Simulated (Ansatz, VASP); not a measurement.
One calculation of CdO, two programs

Contents of INCAR:

```
SYSTEM = CdO
ALGO = Normal ; EDIFF = 1E-6
ENCUT = 600 ; GGA_COMPAT = .False.
ISIF = 2 ; ISMEAR = 0
LASPH = .True. ; LCHARG = .True.
LELF = .True. ; LREAL = .False.
LVHAR = .True. ; LWAVE = .False.
NBANDS = 16 ; NELM = 120
PREC = Accurate ; SIGMA = 0.05
```

Contents of KPOINTS:

```
k-points
0
Gamma
  8 8 8
  0 0 0
```

Contents of POSCAR:

```
CdO
1.0
    0.0000000000      2.2856343355      2.2856343355
    2.2856343355      0.0000000000      2.2856343355
    2.2856343355      2.2856343355      0.0000000000
Cd O
1 1
Direct
    0.0000000000      0.0000000000      0.0000000000
    0.5000000000      0.5000000000      0.5000000000
```

Input for Ansatz:

```yaml
crystal:
  lattice:
    - [0.0, 2.2856343355, 2.2856343355]
    - [2.2856343355, 0.0, 2.2856343355]
    - [2.2856343355, 2.2856343355, 0.0]
  atoms:
    - { symbol: Cd, position: [0.0, 0.0, 0.0] }
    - { symbol: O, position: [0.5, 0.5, 0.5] }
basis:
  ecutwfc: 420
  ecutrho_ratio: 4
kpoints:
  mp_grid: { grid: [8, 8, 8] }
hamiltonian:
  xc: lda
scf:
  occupations: { method: gaussian, width: 0.05 }
output:
  forces: true
  stress: true
  eigenvalues: true
```

Alike in both runs: task single point; functional LDA; k mesh 8 × 8 × 8; occupations gaussian, width 0.05 eV; no spin polarisation.

```csv
,VASP,Ansatz
version,VASP 6.6.1,Ansatz 0.2.0
potentials or method,"VASP PAW LDA potentials, release 64 (Cd, O), cutoff 600 eV","scalar-relativistic, plane waves, PAW"
valence electrons in the cell,18,26
```

```csv
,VASP,Ansatz,Ansatz less VASP
gap on the k mesh at the Fermi level (eV),none,none,-
pressure (GPa),9.8,7.4,-2.41
```

LDA's correlation is that of Perdew and Zunger in VASP and of Perdew and Wang (1992) in Ansatz. A gap of «none» marks a metal or a gap that the smearing closes. VASP's potentials hold 18 valence electrons a cell and Ansatz's 26, so a difference there can come from the potentials and not from the codes.
